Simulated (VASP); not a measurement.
# Al2Cu in VASP: further runs

Al2Cu is run at these levels: PBE; tasks: single point.

Program: VASP 6.6.1. These are calculated values, not measurements. Logs are shortened: lines on timing, memory, paths and dates and some standing lists are left out, and cuts for length are marked.

### Step 1. The cell of the first run

The structure is trigonal, space group P-3m1 (No. 164). The conventional cell has a = 2.866 Å, b = 2.866 Å, c = 6.227 Å, α = 90.00°, β = 90.00°, γ = 120.00°. Al (site symmetry 3m) has 3 Cu at 2.57 Å and 9 Al at 2.83 to 2.87 Å within 3.4 Å. Cu (site symmetry -3m) has 6 Al at 2.57 Å and 6 Cu at 2.87 Å within 3.4 Å.

### Step 2. Single point, PBE

Contents of INCAR:

```
PREC = Accurate
ENCUT = 520
EDIFF = 1E-6
ISMEAR = 0
SIGMA = 0.1
LREAL = F
LASPH = T
NELM = 80
ALGO = Normal
ISIF = 2
LWAVE = F
LCHARG = F
GGA = PE
NBANDS = 16
```

Contents of KPOINTS:

```
Automatic mesh
0
Gamma
  6 6 4
```

Contents of POSCAR:

```
Al2Cu
1.0
    2.8664976000      0.0000000000      0.0000000000
   -1.4332488000      2.4824598000      0.0000000000
    0.0000000000      0.0000000000      6.2270223000
Al Cu
2 1
Direct
    0.3333333000      0.6666667000      0.1840140000
    0.6666667000      0.3333333000      0.8159860000
    0.0000000000      0.0000000000      0.5000000000
```

Potentials or basis: VASP PAW PBE potentials, release 64 (Al, Cu).

On the command line:

```sh
$ cat potpaw_PBE.64/Al/POTCAR potpaw_PBE.64/Cu/POTCAR > POTCAR
$ mpirun -np 1 vasp_std > vasp.out
```

OUTCAR:

```text
PREC = Accurate
   ENCUT = 520
   EDIFF = 1E-6
   ISMEAR = 0
   LREAL = F
   LASPH = T
   NELM = 80
   ISIF = 2
   GGA = PE

 ion  position               nearest neighbor table
   1  0.333  0.667  0.184-   3 2.57   3 2.57   3 2.57   2 2.83   2 2.83   2 2.83
   2  0.667  0.333  0.816-   3 2.57   3 2.57   3 2.57   1 2.83   1 2.83   1 2.83
   3  0.000  0.000  0.500-   1 2.57   2 2.57   2 2.57   1 2.57   2 2.57   1 2.57

  LATTYP: Found a hexagonal cell.
 ALAT       =     2.8664976000
 C/A-ratio  =     2.1723451992

  Lattice vectors:

 A1 = (   2.8664976000,   0.0000000000,   0.0000000000)
 A2 = (  -1.4332488000,   2.4824598000,   0.0000000000)
 A3 = (   0.0000000000,   0.0000000000,   6.2270223000)

Analysis of symmetry for initial positions (statically):
=====================================================================
 Subroutine PRICEL returns:
 Original cell was already a primitive cell.

 Routine SETGRP: Setting up the symmetry group for a
 hexagonal supercell.

 Subroutine GETGRP returns: Found 12 space group operations
 (whereof 12 operations were pure point group operations)
 out of a pool of 24 trial point group operations.

The static configuration has the point symmetry D_3d.

Analysis of symmetry for dynamics (positions and initial velocities):
=====================================================================
 Subroutine PRICEL returns:
 Original cell was already a primitive cell.

 Routine SETGRP: Setting up the symmetry group for a
 hexagonal supercell.

 Subroutine GETGRP returns: Found 12 space group operations
 (whereof 12 operations were pure point group operations)
 out of a pool of 24 trial point group operations.

The dynamic configuration has the point symmetry D_3d.

 Subroutine INISYM returns: Found 12 space group operations
 (whereof 12 operations are pure point group operations),
 and found     1 'primitive' translations

----------------------------------------------------------------------------------------

                                     Primitive cell

  volume of cell :      44.3113

  direct lattice vectors                    reciprocal lattice vectors
     2.866497600  0.000000000  0.000000000     0.348857784  0.201413131  0.000000000
    -1.433248800  2.482459800  0.000000000     0.000000000  0.402826261  0.000000000
     0.000000000  0.000000000  6.227022300     0.000000000  0.000000000  0.160590400

  length of vectors
     2.866497600  2.866497651  6.227022300     0.402826268  0.402826261  0.160590400

  position of ions in fractional coordinates (direct lattice)
     0.333333300  0.666666700  0.184014000
     0.666666700  0.333333300  0.815986000
     0.000000000  0.000000000  0.500000000

  ion indices of the primitive-cell ions
   primitive index   ion index
                 1           1
                 2           2
                 3           3

----------------------------------------------------------------------------------------

 KPOINTS: Automatic mesh

Automatic generation of k-mesh.
 Grid dimensions read from file:
 generate k-points for:    6    6    4

 Generating k-lattice:

  Cartesian coordinates                     Fractional coordinates (reciprocal lattice)
     0.058142964  0.033568855  0.000000000     0.166666667 -0.000000000  0.000000000
     0.000000000  0.067137710  0.000000000     0.000000000  0.166666667  0.000000000
     0.000000000  0.000000000  0.040147600     0.000000000  0.000000000  0.250000000

  Length of vectors
     0.067137711  0.067137710  0.040147600

  Shift w.r.t. Gamma in fractional coordinates (k-lattice)
     0.000000000  0.000000000  0.000000000

 Subroutine IBZKPT returns following result:
 ===========================================

 Found     24 irreducible k-points:

 Following reciprocal coordinates:
            Coordinates               Weight
  0.000000  0.000000  0.000000      1.000000
  0.166667  0.000000  0.000000      6.000000
  0.333333  0.000000  0.000000      6.000000
  0.500000  0.000000  0.000000      3.000000
  0.166667  0.166667  0.000000      6.000000
  0.333333  0.166667  0.000000     12.000000
[... 16 lines left out ...]
  0.333333  0.166667  0.500000     12.000000
  0.333333  0.333333  0.500000      2.000000
   k-points           NKPTS =     24   k-points in BZ     NKDIM =     24   number of bands    NBANDS=     16
   number of dos      NEDOS =    301   number of ions     NIONS =      3
   total plane-waves  NPLWV =  27648
   dimension x,y,z NGX =    24 NGY =   24 NGZ =   48
   dimension x,y,z NGXF=    48 NGYF=   48 NGZF=   96
   ions per type =               2   1
   NGX,Y,Z   is equivalent  to a cutoff of  13.92, 13.92, 12.81 a.u.
   NGXF,Y,Z  is equivalent  to a cutoff of  27.84, 27.84, 25.63 a.u.
 SYSTEM =  unknown system
   PREC   = accura    normal or accurate (medium, high low for compatibility)
   ISTART =      0    job   : 0-new  1-cont  2-samecut
   ICHARG =      2    charge: 1-file 2-atom 10-const
   ISPIN  =      1    spin polarized calculation?
   LNONCOLLINEAR =      F non collinear calculations
   LSORBIT =      F    spin-orbit coupling
   LASPH  =      T    aspherical Exc in radial PAW
   ENCUT  =  520.0 eV  38.22 Ry    6.18 a.u.   5.33  5.33 11.58*2*pi/ulx,y,z
   NELM   =     80;   NELMIN=  2; NELMDL= -5     # of ELM steps
   EDIFF  = 0.1E-05   stopping-criterion for ELM
   LREAL  =      F    real-space projection
   EDIFFG = 0.1E-04   stopping-criterion for IOM
   NSW    =      0    number of steps for IOM
   IBRION =     -1    ionic relax: 0-MD 1-quasi-New 2-CG
   NFREE  =      0    steps in history (QN), initial steepest desc. (CG)
   ISIF   =      2    stress and relaxation
   ISYM   =      2    0-nonsym 1-usesym 2-fastsym
   POTIM  = 0.5000    time-step for ionic-motion
   TEBEG  =    0.0;   TEEND  =   0.0 temperature during run
   PSTRESS=    0.0 pullay stress
   NELECT =      17.0000    total number of electrons
   NUPDOWN=      -1.0000    fix difference up-down
   EMIN   =  10.00;   EMAX   =-10.00  energy-range for DOS
   EFERMI =   0.00;   METHOD = LEGACY
   ISMEAR =     0;   SIGMA  =   0.10  broadening in eV -4-tet -1-fermi 0-gaus
   EFERMI_NEDOS =   21; number of points for ismear=-14 and -15
   IALGO  =     38    algorithm
   IMIX   =      4    mixing-type and parameters
     AMIX     =   0.40;   BMIX     =  1.00
     AMIX_MAG =   1.60;   BMIX_MAG =  1.00
  volume/ion in A,a.u.               =      14.77        99.68
  Fermi-wavevector in a.u.,A,eV,Ry     =   1.189560  2.247943 19.252969  1.415053
  Thomas-Fermi vector in A             =   2.325665
   LORBIT       =      0    0 simple, 1 ext, 2 COOP (PROOUT), +10 PAW based schemes
   GGA     = PE    functional components
   LHFCALC =     F    Hartree Fock is set to
   AEXX    =    0.0000 exact exchange contribution
   IVDW    =     0    specifies the selected vdW correction
   LEPSILON=     F    determine dielectric tensor
   LRPA    =     F    only Hartree local field effects (RPA)
 non-spin polarized calculation
 Gauss-broadening in eV      SIGMA  =   0.10
  energy-cutoff  :      520.00
  volume of cell :       44.31
 maximum number of plane-waves:      1211
 NGX is ok and might be reduce to    24

 number of electron      17.0000011 magnetization

 Free energy of the ion-electron system (eV)
  ---------------------------------------------------
  ext. energy  EPLUGINS =         0.00000000
  ---------------------------------------------------
  free energy    TOTEN  =       -11.50410708 eV

  energy without entropy =      -11.49252869  energy(sigma->0) =      -11.49831788

 E-fermi :   8.0301     XC(G=0): -10.9074

 val. band max:        7.9474734808   @ k =   0.3333   0.1667   0.2500
 cond. band min:       8.0628532923   @ k =   0.3333   0.0000   0.2500
 fundamental gap:      0.1153798115
 Fermi energy:         8.0301093032

 k-point     1 :       0.0000    0.0000    0.0000
  band No.  band energies     occupation
      1      -2.8519      2.00000
      2       0.6552      2.00000
      3       1.3982      2.00000
      4       4.1941      2.00000
      5       4.5401      2.00000
      6       4.5401      2.00000
[... 8 lines left out ...]
     15      21.8457      0.00000
     16      21.8459      0.00000

 k-point     2 :       0.1667    0.0000    0.0000
  band No.  band energies     occupation
      1      -2.1840      2.00000
      2       1.2004      2.00000
      3       2.0615      2.00000
      4       4.2948      2.00000
      5       4.4133      2.00000
      6       4.6912      2.00000
[... 8 lines left out ...]
     15      18.8090      0.00000
     16      19.4726      0.00000

 k-point     3 :       0.3333    0.0000    0.0000
  band No.  band energies     occupation
      1      -0.2268      2.00000
      2       2.5252      2.00000
      3       3.5484      2.00000
      4       4.4175      2.00000
      5       4.6550      2.00000
      6       4.6614      2.00000
[... 8 lines left out ...]
     15      17.0556      0.00000
     16      17.9831      0.00000

 k-point     4 :       0.5000    0.0000    0.0000
  band No.  band energies     occupation
      1       2.4215      2.00000
      2       3.1148      2.00000
      3       3.1928      2.00000
      4       3.8823      2.00000
      5       4.6091      2.00000
      6       5.3345      2.00000
[... 8 lines left out ...]
     15      17.4968      0.00000
     16      17.5328      0.00000

 k-point     5 :       0.1667    0.1667    0.0000
  band No.  band energies     occupation
      1      -0.8695      2.00000
      2       2.1602      2.00000
      3       3.2750      2.00000
      4       4.2079      2.00000
      5       4.4593      2.00000
      6       4.6130      2.00000
[... 8 lines left out ...]
     15      15.7818      0.00000
     16      16.1577      0.00000

 k-point     6 :       0.3333    0.1667    0.0000
  band No.  band energies     occupation
      1       1.6237      2.00000
      2       3.2236      2.00000
      3       3.8860      2.00000
      4       4.2219      2.00000
      5       4.3705      2.00000
      6       4.9817      2.00000
[... 8 lines left out ...]
     15      16.8259      0.00000
     16      17.5396      0.00000

 k-point     7 :       0.3333    0.3333    0.0000
  band No.  band energies     occupation
      1       3.6944      2.00000
      2       3.7720      2.00000
      3       3.7720      2.00000
      4       3.9613      2.00000
      5       3.9613      2.00000
      6       5.7349      2.00000
[... 8 lines left out ...]
     15      19.4509      0.00000
     16      19.7537      0.00000

 k-point     8 :       0.0000    0.0000    0.2500
  band No.  band energies     occupation
      1      -2.6296      2.00000
      2      -0.5868      2.00000
      3       2.8192      2.00000
      4       4.3814      2.00000
      5       4.5401      2.00000
      6       4.5401      2.00000
[... 8 lines left out ...]
     15      21.3036      0.00000
     16      21.3036      0.00000

 k-point     9 :       0.1667    0.0000    0.2500
  band No.  band energies     occupation
      1      -1.9670      2.00000
      2       0.0540      2.00000
      3       3.2345      2.00000
      4       4.2881      2.00000
      5       4.4471      2.00000
      6       4.6911      2.00000
[... 8 lines left out ...]
     15      18.8732      0.00000
     16      19.5584      0.00000
[... 172 lines left out ...]
 k-point    19 :       0.1667    0.0000    0.5000
  band No.  band energies     occupation
      1      -1.5532      2.00000
      2      -0.7947      2.00000
      3       3.7706      2.00000
      4       4.2551      2.00000
      5       4.4724      2.00000
      6       4.6910      2.00000
[... 8 lines left out ...]
     15      19.5496      0.00000
     16      20.8561      0.00000

 k-point    20 :       0.3333    0.0000    0.5000
  band No.  band energies     occupation
      1       0.3340      2.00000
      2       1.1168      2.00000
      3       3.8492      2.00000
      4       4.0746      2.00000
      5       4.4723      2.00000
      6       4.6537      2.00000
[... 8 lines left out ...]
     15      16.3583      0.00000
     16      17.8269      0.00000

 k-point    21 :       0.5000    0.0000    0.5000
  band No.  band energies     occupation
      1       2.6718      2.00000
      2       2.9937      2.00000
      3       3.6030      2.00000
      4       4.0537      2.00000
      5       4.5871      2.00000
      6       4.6074      2.00000
[... 8 lines left out ...]
     15      15.2847      0.00000
     16      16.4095      0.00000

 k-point    22 :       0.1667    0.1667    0.5000
  band No.  band energies     occupation
      1      -0.2847      2.00000
      2       0.5064      2.00000
      3       4.0233      2.00000
      4       4.0939      2.00000
      5       4.2909      2.00000
      6       4.6047      2.00000
[... 8 lines left out ...]
     15      19.0900      0.00000
     16      20.2939      0.00000

 k-point    23 :       0.3333    0.1667    0.5000
  band No.  band energies     occupation
      1       2.0731      2.00000
      2       2.7333      2.00000
      3       3.9050      2.00000
      4       4.1248      2.00000
      5       4.3253      2.00000
      6       4.4820      2.00000
[... 8 lines left out ...]
     15      15.4887      0.00000
     16      17.8524      0.00000

 k-point    24 :       0.3333    0.3333    0.5000
  band No.  band energies     occupation
      1       3.6540      2.00000
      2       3.6540      2.00000
      3       4.0221      2.00000
      4       4.0779      2.00000
      5       4.0779      2.00000
      6       5.4518      2.00000
[... 8 lines left out ...]
     15      15.0236      0.00000
     16      15.1337      0.00000

------------------------ aborting loop because EDIFF is reached ----------------------------------------

  FORCE on cell =-STRESS in cart. coord.  units (eV):
  Direction    XX          YY          ZZ          XY          YZ          ZX
  --------------------------------------------------------------------------------------
  -------------------------------------------------------------------------------------
  Total       -0.5686038     -0.5686039      1.0197374      0.0000000      0.0000000      0.0000000
  in kB      -20.5591965    -20.5591974     36.8709824      0.0000000      0.0000000      0.0000000
  external PRESSURE =      -1.4158038 kB  Pullay stress =       0.0000000 kB

 VOLUME and BASIS-vectors are now :
 -----------------------------------------------------------------------------
  energy-cutoff  :      520.00
  volume of cell :       44.31
      direct lattice vectors                 reciprocal lattice vectors
     2.866497600  0.000000000  0.000000000     0.348857784  0.201413131  0.000000000
    -1.433248800  2.482459800  0.000000000     0.000000000  0.402826261  0.000000000
     0.000000000  0.000000000  6.227022300     0.000000000  0.000000000  0.160590400

 POSITION                                       TOTAL-FORCE (eV/Angst)
 -----------------------------------------------------------------------------------
     -0.00000      1.65497      1.14586         0.000000      0.000000      0.032919
      1.43325      0.82749      5.08116        -0.000000      0.000000     -0.032919
      0.00000      0.00000      3.11351         0.000000      0.000000      0.000000
 -----------------------------------------------------------------------------------
    total drift:                               -0.000000     -0.000000      0.000000

  FREE ENERGIE OF THE ION-ELECTRON SYSTEM (eV)
  ---------------------------------------------------
  free  energy   TOTEN  =       -11.5041070756 eV

  energy  without entropy=      -11.4925286908  energy(sigma->0) =      -11.49831788
```

It took 18 s on 1 thread of Intel Xeon 6975P-C, shared host; peak memory 0.17 GiB.

Results:

```
Free energy   : -11.5041 eV
Pressure      : -0.1 GPa
Largest force : 0.033 eV/Å
```

Forces on the atoms (eV/Å):
```
Al   0.000  0.000  0.033
Al   0.000  0.000 -0.033
Cu   0.000  0.000  0.000
```

Stress tensor (GPa, compression positive):
```
-2.06  0.00  0.00
 0.00 -2.06  0.00
 0.00  0.00  3.69
```

Caveat: the k points lie up to 0.42 Å⁻¹ apart.

### Step 3. Single point, PBE

This run uses another cell than the first one: it holds 6 atoms, not 3.

Contents of INCAR:

```
SYSTEM = Al2Cu
  PREC = Accurate
  ENCUT = 520
  EDIFF = 1E-6
  ISMEAR = 0
  SIGMA = 0.2
  LREAL = .False.
  LASPH = .True.
  NELM = 80
  ALGO = Fast
  ISIF = 2
  LWAVE = .False.
  LCHARG = .False.
  GGA = PE
  NBANDS = 26
```

Contents of KPOINTS:

```
regular mesh
0
Gamma
  8 4 4
  0 0 0
```

Contents of POSCAR:

```
Al2Cu
1.0
    2.8235126711      0.0714828012      0.0010553694
    0.1194189843      5.0136590878     -0.0045746747
    0.0037349756     -0.0065171788      6.2641177856
Al Cu
4 2
Direct
    1.0062017091      0.3320958392      0.1833930602
    0.5061842026      0.8319625558      0.1834405909
    0.4937961783      0.1680301042      0.8165705241
    0.9938584737      0.6679190680      0.8165967014
   -0.0000368959      0.0000155248      0.4999969769
    0.4999963323      0.4999769080      0.5000021466
```

Potentials or basis: VASP PAW PBE potentials, release 64 (Al, Cu).

On the command line:

```sh
$ cat potpaw_PBE.64/Al/POTCAR potpaw_PBE.64/Cu/POTCAR > POTCAR
$ mpirun -np 1 vasp_std > vasp.out
```

Run time: 2.6 min. Hardware: 1 thread of Intel Xeon 6975P-C, shared host; peak memory 0.29 GiB.

It converged, with:

* Free energy: -22.9965 eV
* Pressure: 0.0 GPa
* Largest force: 0.022 eV/Å
* Band gap on the k mesh: zero (band 17 reaches 10.38 eV, above the bottom of band 18 at 6.90 eV)

Forces in eV/Å, atoms in the order of the input:
```
Al   0.001 -0.002 -0.019
Al   0.000  0.005 -0.021
Al   0.000 -0.005  0.021
Al  -0.001  0.002  0.019
Cu   0.000  0.000  0.000
Cu   0.000  0.000  0.000
```

Stress tensor (GPa, compression positive):
```
-0.08 -0.02  0.03
-0.02 -0.17  0.00
 0.03  0.00  0.13
```

Levels at points of the mesh, in eV from the Fermi level:
| k point | band 15 | band 16 | band 17 | band 18 | band 19 | band 20 |
| --- | --- | --- | --- | --- | --- | --- |
| (0.00, 0.00, 0.00) | -2.62 | -2.13 | -1.07 | 0.24 | 0.75 | 3.59 |
| (0.50, 0.00, 0.00) | -1.34 | -1.34 | -0.57 | -0.57 | 0.32 | 0.32 |
| (0.00, 0.50, 0.00) | -3.05 | -3.05 | 2.24 | 2.24 | 5.20 | 5.20 |
| (0.50, 0.50, 0.00) | -2.16 | -1.70 | -1.10 | -0.57 | 0.23 | 0.71 |
| (0.00, 0.00, 0.50) | -2.95 | -2.68 | -1.39 | -0.62 | 2.69 | 3.81 |
| (0.50, 0.00, 0.50) | -0.48 | -0.48 | 0.37 | 0.37 | 1.11 | 1.11 |
| (0.00, 0.50, 0.50) | -1.08 | -1.08 | 0.32 | 0.32 | 2.88 | 2.89 |
| (0.50, 0.50, 0.50) | -2.68 | -2.63 | -1.41 | -1.07 | 2.68 | 2.99 |
